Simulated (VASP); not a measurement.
Wanted: the native input for a VASP 6.6.1 run.

| Quantity | Value |
| --- | --- |
| Task | single point |
| Functional | PBE |
| Potentials or basis | VASP PAW PBE potentials, release 64 (Na_sv, F) |
| Cutoff | 1130 eV |
| k mesh | 10 × 10 × 10 |
| Occupations | gaussian, width 0.05 eV |
| Spin | no spin polarisation |
| Dipole correction | no |
| Further INCAR settings | ALGO = Normal; EDIFF = 1e-06; NBANDS = 15 |

The structure of NaF lies in POSCAR:

```
NaF
1.0
    0.0000000000      2.6820539337      1.7433350569
    2.6820539337      0.0000000000      1.7433350569
    2.6820539337      2.6820539337      0.0000000000
Na F
1 1
Direct
    0.0000000000      0.0000000000      0.0000000000
    0.5000000000      0.5000000000      0.5000000000
```

This cell differs from its parent crystal: ratio of the length along z to the lengths across it x 0.65, volume and fractional coordinates fixed.

These files were run (other wordings do the same):

INCAR

```
SYSTEM = NaF
PREC     = Accurate       ! precision mode
ENCUT    = 1130           ! plane-wave cutoff, eV
EDIFF    = 1E-6           ! SCF threshold, eV
ISMEAR   = 0              ! smearing method
SIGMA    = 0.05           ! smearing width, eV
LREAL    = .False.        ! projectors in reciprocal space
LASPH    = .True.         ! aspherical terms in the spheres
NELM     = 120            ! most SCF steps
ALGO     = Normal         ! electronic algorithm
ISIF     = 2              ! what is computed and relaxed
LWAVE    = .False.        ! write WAVECAR
LCHARG   = .True.         ! write CHGCAR
GGA      = PE             ! functional
LELF     = .True.         ! ELF
LVHAR    = .True.       
NBANDS   = 15             ! bands
GGA_COMPAT= .False.
```

KPOINTS

```
regular mesh
0
Gamma
  10 10 10
  0 0 0
```

Potentials or basis: VASP PAW PBE potentials, release 64 (Na_sv, F).

Launch:

```sh
$ cat potpaw_PBE.64/Na_sv/POTCAR potpaw_PBE.64/F/POTCAR > POTCAR
$ mpirun -np 1 vasp_std > vasp.out
```

It gave:

* Pressure: 37.3 GPa
* Band gap on the k mesh: 5.30 eV

Caveat: the stress differs along the axes, from -2 to 116 GPa.

Wall time 50 s on 1 thread of AMD EPYC 9R45 96-Core Processor (Zen 5) (shared host), peak memory 0.24 GiB.
